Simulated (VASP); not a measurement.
Here is a VASP 6.6.1 calculation.

File INCAR:

```
PREC = Accurate
ENCUT = 520
EDIFF = 1E-6
ISMEAR = 0
SIGMA = 0.15
LREAL = False
LASPH = True
NELM = 80
ALGO = Normal
ISIF = 2
LWAVE = False
LCHARG = False
GGA = CA
NBANDS = 50
```

File KPOINTS:

```
Automatic mesh
0
Gamma
  9 9 8
```

POSCAR

```
Ta2N
1.0
    5.2288597096      0.0000000000      0.0000000000
   -2.6144298548      4.5283253413      0.0000000000
    0.0000000000      0.0000000000      4.8835331142
Ta N
6 3
Direct
    0.6549760690      0.6549760690      0.7526041962
    0.0000000000      0.3450239310      0.7526041962
    0.3450239310      0.0000000000      0.7526041962
    0.3450239310      0.3450239310      0.2473958038
    0.0000000000      0.6549760690      0.2473958038
    0.6549760690      0.0000000000      0.2473958038
    0.6666666667      0.3333333333      0.5000000000
    0.3333333333      0.6666666667      0.5000000000
    0.0000000000      0.0000000000      0.0000000000
```

Potentials or basis: VASP PAW LDA potentials, release 64 (Ta_pv, N).

Run with:

```sh
$ cat potpaw_LDA.64/Ta_pv/POTCAR potpaw_LDA.64/N/POTCAR > POTCAR
$ mpirun -np 1 vasp_std > vasp.out
```

(1) Estimate the largest force.

(2) What does it give for the pressure?

## Answers

(1) 1.678 eV/Å.

(2) 2.5 GPa.

Caveat: forces of over 1 eV/Å act on the atoms, so gaps and moduli don't describe the material at rest.
